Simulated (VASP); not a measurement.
# HgGeSe3 (P4mm) in VASP: relaxation of cell and atoms with PBE

Aim: the relaxation of cell and atoms of HgGeSe3 with PBE.

Program: VASP 6.6.1. These are calculated values, not measurements. Logs are shortened: lines on timing, memory, paths and dates and some standing lists are left out, and cuts for length are marked.

## 1. The cell of the first run

The structure is tetragonal, space group P4mm (No. 99). Conventional cell: a = 4.686 Å, b = 4.686 Å, c = 4.744 Å, α = 90.00°, β = 90.00°, γ = 90.00°. Within 4.3 Å of Ge (site symmetry 4mm) lie 12 Se at 3.28 to 3.39 Å and 8 Hg at 4.03 to 4.12 Å. Within 2.9 Å of Hg (site symmetry 4mm) lie 6 Se at 2.18 to 2.56 Å. Within 2.9 Å of Se (site symmetry 4mm) lie 2 Hg at 2.18 to 2.56 Å. Within 3.1 Å of Se (site symmetry 2mm) lie 2 Hg at 2.35 Å.

## 2. Relaxation of cell and atoms, PBE

Contents of INCAR:

```
SYSTEM = HgGeSe3
PREC     = Accurate       ! precision mode
ENCUT    = 600            ! plane-wave cutoff, eV
EDIFF    = 1E-7           ! SCF threshold, eV
ISMEAR   = 0              ! smearing method
SIGMA    = 0.1            ! smearing width, eV
LREAL    = .FALSE.        ! projectors in reciprocal space
LASPH    = .TRUE.         ! aspherical terms in the spheres
NELM     = 80             ! most SCF steps
ALGO     = Normal         ! electronic algorithm
ISIF     = 3              ! what is computed and relaxed
LWAVE    = .FALSE.        ! write WAVECAR
LCHARG   = .FALSE.        ! write CHGCAR
GGA      = PE             ! functional
IBRION   = 2              ! ionic algorithm
NSW      = 90             ! ionic steps
EDIFFG   = -0.04          ! ionic threshold
```

Contents of KPOINTS:

```
regular mesh
0
G
  4 4 4
  0 0 0
```

Contents of POSCAR:

```
HgGeSe3
1.0
    4.6856294868      0.0000000000      0.0000000000
    0.0000000000      4.6856294868      0.0000000000
    0.0000000000      0.0000000000      4.7443466483
Ge Hg Se
1 1 3
Direct
    0.0000000000      0.0000000000      0.0000000000
    0.5000000000      0.5000000000      0.5150000000
    0.5000000000      0.5000000000      0.9750000000
    0.0000000000      0.5000000000      0.4850000000
    0.5000000000      0.0000000000      0.4850000000
```

Potentials or basis: VASP PAW PBE potentials, release 64 (Ge_d, Hg, Se).

On the command line:

```sh
$ cat potpaw_PBE.64/Ge_d/POTCAR potpaw_PBE.64/Hg/POTCAR potpaw_PBE.64/Se/POTCAR > POTCAR
$ mpirun -np 1 vasp_std > vasp.out
```

OUTCAR:

```text
SYSTEM = HgGeSe3
   PREC = Accurate
   ENCUT = 600
   EDIFF = 1E-7
   ISMEAR = 0
   LREAL = .FALSE.
   LASPH = .TRUE.
   NELM = 80
   ISIF = 3
   GGA = PE
   IBRION = 2
   NSW = 90
   EDIFFG = -0.04

 ion  position               nearest neighbor table
   1  0.000  0.000  0.000-
   2  0.500  0.500  0.515-   3 2.18   4 2.35   5 2.35   5 2.35   4 2.35   3 2.56
   3  0.500  0.500  0.975-   2 2.18   2 2.56
   4  0.000  0.500  0.485-   2 2.35   2 2.35
   5  0.500  0.000  0.485-   2 2.35   2 2.35

  LATTYP: Found a simple tetragonal cell.
 ALAT       =     4.6856294868
 C/A-ratio  =     1.0125313283

  Lattice vectors:

 A1 = (   4.6856294868,   0.0000000000,   0.0000000000)
 A2 = (   0.0000000000,   4.6856294868,   0.0000000000)
 A3 = (   0.0000000000,   0.0000000000,   4.7443466483)

Analysis of symmetry for initial positions (statically):
=====================================================================
 Subroutine PRICEL returns:
 Original cell was already a primitive cell.

 Routine SETGRP: Setting up the symmetry group for a
 simple tetragonal supercell.

 Subroutine GETGRP returns: Found  8 space group operations
 (whereof  8 operations were pure point group operations)
 out of a pool of 16 trial point group operations.

The static configuration has the point symmetry C_4v.

Analysis of symmetry for dynamics (positions and initial velocities):
=====================================================================
 Subroutine PRICEL returns:
 Original cell was already a primitive cell.

 Routine SETGRP: Setting up the symmetry group for a
 simple tetragonal supercell.

 Subroutine GETGRP returns: Found  8 space group operations
 (whereof  8 operations were pure point group operations)
 out of a pool of 16 trial point group operations.

The dynamic configuration has the point symmetry C_4v.

 Subroutine INISYM returns: Found  8 space group operations
 (whereof  8 operations are pure point group operations),
 and found     1 'primitive' translations

----------------------------------------------------------------------------------------

                                     Primitive cell

  volume of cell :     104.1627

  direct lattice vectors                    reciprocal lattice vectors
     4.685629487  0.000000000  0.000000000     0.213418496  0.000000000  0.000000000
     0.000000000  4.685629487  0.000000000     0.000000000  0.213418496  0.000000000
     0.000000000  0.000000000  4.744346648     0.000000000  0.000000000  0.210777178

  length of vectors
     4.685629487  4.685629487  4.744346648     0.213418496  0.213418496  0.210777178

[... 77 lines left out ...]
   ENCUT  =  600.0 eV  44.10 Ry    6.64 a.u.   9.36  9.36  9.48*2*pi/ulx,y,z
   NELM   =     80;   NELMIN=  2; NELMDL= -5     # of ELM steps
   EDIFF  = 0.1E-06   stopping-criterion for ELM
   LREAL  =      F    real-space projection
   EDIFFG = -.4E-01   stopping-criterion for IOM
   NSW    =     90    number of steps for IOM
   IBRION =      2    ionic relax: 0-MD 1-quasi-New 2-CG
   NFREE  =      1    steps in history (QN), initial steepest desc. (CG)
   ISIF   =      3    stress and relaxation
   ISYM   =      2    0-nonsym 1-usesym 2-fastsym
   POTIM  = 0.5000    time-step for ionic-motion
   TEBEG  =    0.0;   TEEND  =   0.0 temperature during run
   PSTRESS=    0.0 pullay stress
   NELECT =      44.0000    total number of electrons
   NUPDOWN=      -1.0000    fix difference up-down
   EMIN   =  10.00;   EMAX   =-10.00  energy-range for DOS
   EFERMI =   0.00;   METHOD = LEGACY
   ISMEAR =     0;   SIGMA  =   0.10  broadening in eV -4-tet -1-fermi 0-gaus
   EFERMI_NEDOS =   21; number of points for ismear=-14 and -15
   IALGO  =     38    algorithm
   IMIX   =      4    mixing-type and parameters
     AMIX     =   0.40;   BMIX     =  1.00
     AMIX_MAG =   1.60;   BMIX_MAG =  1.00
  volume/ion in A,a.u.               =      20.83       140.58
  Fermi-wavevector in a.u.,A,eV,Ry     =   1.228349  2.321242 20.529017  1.508840
  Thomas-Fermi vector in A             =   2.363277
   LORBIT       =      0    0 simple, 1 ext, 2 COOP (PROOUT), +10 PAW based schemes
   GGA     = PE    functional components
   LHFCALC =     F    Hartree Fock is set to
   AEXX    =    0.0000 exact exchange contribution
   IVDW    =     0    specifies the selected vdW correction
   LEPSILON=     F    determine dielectric tensor
   LRPA    =     F    only Hartree local field effects (RPA)
 conjugate gradient relaxation of ions
 non-spin polarized calculation
 Gauss-broadening in eV      SIGMA  =   0.10
  energy-cutoff  :      600.00
  volume of cell :      104.16
 maximum number of plane-waves:      3500
 NGX is ok and might be reduce to    40
   NGX = 19   NGY = 19   NGZ = 19

--------------------------------------- Ionic step        1  -------------------------------------------

 number of electron      43.9999984 magnetization

 Free energy of the ion-electron system (eV)
  ---------------------------------------------------
  ext. energy  EPLUGINS =         0.00000000
  ---------------------------------------------------
  free energy    TOTEN  =        -8.21933641 eV

  energy without entropy =       -8.20848468  energy(sigma->0) =       -8.21391054

 E-fermi :   4.9953     XC(G=0): -10.5257

 val. band max:        4.9187214737   @ k =   0.2500   0.2500   0.0000
 cond. band min:       5.0457237951   @ k =   0.0000   0.0000   0.0000
 fundamental gap:      0.1270023214
 Fermi energy:         4.9952859215

 k-point     1 :       0.0000    0.0000    0.0000
  band No.  band energies     occupation
      1     -20.5295      2.00000
      2     -20.5293      2.00000
      3     -20.5293      2.00000
      4     -20.5285      2.00000
      5     -20.5284      2.00000
      6     -10.7277      2.00000
[... 621 lines left out ...]
  FREE ENERGIE OF THE ION-ELECTRON SYSTEM (eV)
  ---------------------------------------------------
  free  energy   TOTEN  =       -11.3637741375 eV

  energy  without entropy=      -11.3226169150  energy(sigma->0) =      -11.34319553

[... ionic steps 4 to 38 ...]

--------------------------------------- Ionic step       39  -------------------------------------------

 number of electron      43.9999968 magnetization

------------------------ aborting loop because EDIFF is reached ----------------------------------------
[... 73 lines left out ...]
--------------------------------------- Ionic step       41  -------------------------------------------

 number of electron      43.9999966 magnetization

 Free energy of the ion-electron system (eV)
  ---------------------------------------------------
  ext. energy  EPLUGINS =         0.00000000
  ---------------------------------------------------
  free energy    TOTEN  =       -14.25081700 eV

  energy without entropy =      -14.23680276  energy(sigma->0) =      -14.24380988

 E-fermi :   2.0853     XC(G=0):  -8.8664

 val. band max:        2.0548933383   @ k =   0.0000   0.0000   0.0000
 cond. band min:       2.0917504800   @ k =   0.2500   0.0000   0.0000
 fundamental gap:      0.0368571417
 Fermi energy:         2.0852623457

 k-point     1 :       0.0000    0.0000    0.0000
  band No.  band energies     occupation
      1     -22.4765      2.00000
      2     -22.4676      2.00000
      3     -22.4675      2.00000
      4     -22.4675      2.00000
      5     -22.4620      2.00000
      6     -12.0946      2.00000
[... 543 lines left out ...]
  FREE ENERGIE OF THE ION-ELECTRON SYSTEM (eV)
  ---------------------------------------------------
  free  energy   TOTEN  =       -14.2508170049 eV

  energy  without entropy=      -14.2368027649  energy(sigma->0) =      -14.24380988

 reached required accuracy - stopping structural energy minimisation
```

CONTCAR:

```text
HgGeSe3
   1.00000000000000
     4.7580696223052685    0.0000000000000000   -0.0000000000000000
     0.0000000000000000    4.7580696223052685   -0.0000000000000001
    -0.0000000000000000   -0.0000000000000000    6.2260745433763152
  Ge              Hg              Se
     1     1     3
Direct
     0.0000000000000000    0.0000000000000000    0.1377614411788799
     0.5000000000000000    0.5000000000000000    0.6027075891776659
     0.5000000000000000    0.5000000000000000    0.0122633058612845
     0.0000000000000000    0.5000000000000000    0.3536338318910855
     0.5000000000000000    0.0000000000000000    0.3536338318910855

  0.00000000E+00  0.00000000E+00  0.00000000E+00
  0.00000000E+00  0.00000000E+00  0.00000000E+00
  0.00000000E+00  0.00000000E+00  0.00000000E+00
  0.00000000E+00  0.00000000E+00  0.00000000E+00
  0.00000000E+00  0.00000000E+00  0.00000000E+00
```

Wall time 36 min (1 thread of Intel Xeon Platinum 8259CL at 2.50GHz (Skylake/Cascade Lake), shared host); peak memory 0.29 GiB.

Results:

| Item | Value |
| --- | --- |
| Free energy | -14.2508 eV |
| Relaxed volume | 28.19 Å³/atom |
| Relaxed cell | a = 4.758 Å, b = 4.758 Å, c = 6.226 Å, α = 90.00°, β = 90.00°, γ = 90.00° |
| Space group after relaxing (to 0.1 Å) | P4mm (No. 99) |
| Energy gained by relaxing | 1206.3 meV/atom |
| Ionic steps | 41 |
| Pressure after relaxing | 0.0 GPa |
| Largest force after relaxing | 0.020 eV/Å |
| Band gap on the k mesh | zero (bands 22 and 23 overlap by 0.92 eV) |

Forces on the atoms (eV/Å):
```
Ge   0.000  0.000 -0.020
Hg   0.000  0.000  0.001
Se   0.000  0.000  0.007
Se   0.000  0.000  0.006
Se   0.000  0.000  0.006
```

Step by step:
| step | energy change (eV) | largest force (eV/Å) | pressure (GPa) | volume (Å³) |
| --- | --- | --- | --- | --- |
| 1 | 0.0000 | 6.7425 | 32.92 | 104.16 |
| 3 | -3.1444 | 1.9746 | 2.25 | 139.17 |
| 5 | -3.3400 | 0.6132 | -1.16 | 147.79 |
| 7 | -3.4792 | 2.1791 | 2.61 | 136.75 |
| 9 | -3.5167 | 1.4727 | 1.53 | 139.06 |
| 11 | -3.8039 | 2.5181 | 3.10 | 135.28 |
| 13 | -3.0685 | 11.4901 | 17.74 | 120.82 |
| 15 | -4.0802 | 5.4008 | 7.72 | 128.28 |
| 17 | -4.1356 | 5.6140 | 8.14 | 127.76 |
| 19 | -4.2318 | 6.5194 | 10.55 | 125.44 |
| 21 | -4.6908 | 4.6910 | 9.01 | 126.79 |
| 23 | -5.3998 | 1.0892 | 6.19 | 132.82 |
| 25 | -5.6549 | 0.6604 | 2.49 | 140.22 |
| 27 | -5.7360 | 0.2195 | -0.52 | 148.42 |
| 29 | -5.7963 | 0.3567 | -0.63 | 148.06 |
| 31 | -5.8663 | 0.9709 | -0.54 | 145.36 |
| 33 | -5.9205 | 0.8204 | -0.47 | 144.87 |
| 35 | -5.9592 | 0.4170 | 2.60 | 133.25 |
| 37 | -6.0287 | 0.1415 | 0.25 | 139.92 |
| 39 | -6.0307 | 0.0556 | 0.03 | 140.69 |
| 41 | -6.0315 | 0.0200 | 0.04 | 140.95 |

Final structure:
```
Ge Hg Se
1.0
     4.75807    0.00000    0.00000
     0.00000    4.75807    0.00000
     0.00000    0.00000    6.22607
Ge Hg Se
1 1 3
Direct
  0.00000 0.00000 0.13776
  0.50000 0.50000 0.60271
  0.50000 0.50000 0.01226
  0.00000 0.50000 0.35363
  0.50000 0.00000 0.35363
```

Levels at points of the mesh, in eV from the Fermi level:
| k point | band 20 | band 21 | band 22 | band 23 | band 24 | band 25 |
| --- | --- | --- | --- | --- | --- | --- |
| (0.00, 0.00, 0.00) | -0.98 | -0.58 | -0.03 | -0.03 | 0.57 | 1.45 |
| (0.50, 0.00, 0.00) | -1.41 | -1.05 | -0.68 | 0.13 | 2.85 | 3.20 |
| (0.50, 0.50, 0.00) | -0.84 | -0.84 | 0.25 | 0.70 | 3.19 | 3.57 |
| (0.00, 0.00, 0.50) | -1.13 | -1.01 | -0.66 | -0.66 | 0.67 | 3.91 |
| (0.50, 0.00, 0.50) | -0.99 | -0.77 | -0.61 | -0.09 | 2.18 | 3.07 |
| (0.50, 0.50, 0.50) | 0.14 | 0.14 | 0.26 | 0.69 | 1.29 | 3.45 |

Caveat: the volume moved by over 15 % at a fixed basis, so the end points are rough; spin-orbit coupling is left out, which moves the levels of the heavy elements.

The gap in the log of VASP goes by the Fermi energy; the results here count the filled bands.